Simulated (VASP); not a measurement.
Set up this calculation in VASP 6.6.1, as the native input.

- Task: single point
- Functional: PBE
- Dispersion: D3(BJ)
- Potentials or basis: VASP PAW PBE potentials, release 64 (C)
- Cutoff: 520 eV
- k mesh: 7 × 11 × 3
- Occupations: gaussian, width 0.05 eV
- Spin: no spin polarisation
- Dipole correction: no
- Further INCAR settings: ALGO = Normal; EDIFF = 1e-07; NBANDS = 31

The structure of C lies in POSCAR:

```
C
1.0
    0.0000000000      1.4231666446     -3.3613878322
   -2.4649969361      0.0000000000      0.0000000000
    1.6433312908     11.3295073895      3.5809202707
C
10
Direct
    0.4673552863      0.0800743440      0.7201115161
    0.7592009385      0.6369142570      0.0553713855
    0.9362395255      0.2477042788      0.2215564182
    0.1132781124      0.8584943005      0.3877414508
    0.2903166994      0.4692843223      0.5539264834
    0.8178376484      0.1738757647      0.1108136471
   -0.0051237646      0.7846657865      0.2769986797
    0.1719148224      0.3954558082      0.4431837123
    0.3489534093      1.0062458300      0.6093687450
    0.5259919963      0.6170358517      0.7755537776
```

This cell differs from its parent crystal: the part above a cut slid along it.

The input as run:

INCAR

```
PREC = Accurate
ENCUT = 520
EDIFF = 1E-7
ISMEAR = 0
SIGMA = 0.05
LREAL = False
LASPH = True
NELM = 100
ALGO = Normal
ISIF = 2
LWAVE = False
LCHARG = False
GGA = PE
IVDW = 12
NBANDS = 31
```

KPOINTS

```
regular mesh
0
Gamma
  7 11 3
```

Potentials or basis: VASP PAW PBE potentials, release 64 (C).

Run with:

```bash
$ cat potpaw_PBE.64/C/POTCAR > POTCAR
$ mpirun -np 1 vasp_std > vasp.out
```

It gave:

```
Pressure                   : -1.5 GPa
Largest force              : 2.479 eV/Å
Dispersion energy per atom : -0.139 eV
```

Caveat: the cell differs from its parent crystal (the part above a cut slid along it); forces of over 1 eV/Å act on the atoms, so gaps and moduli don't describe the material at rest.

Wall time 10 min on 1 thread of Intel Xeon 8259CL, with other jobs on the host, peak memory 0.37 GiB.
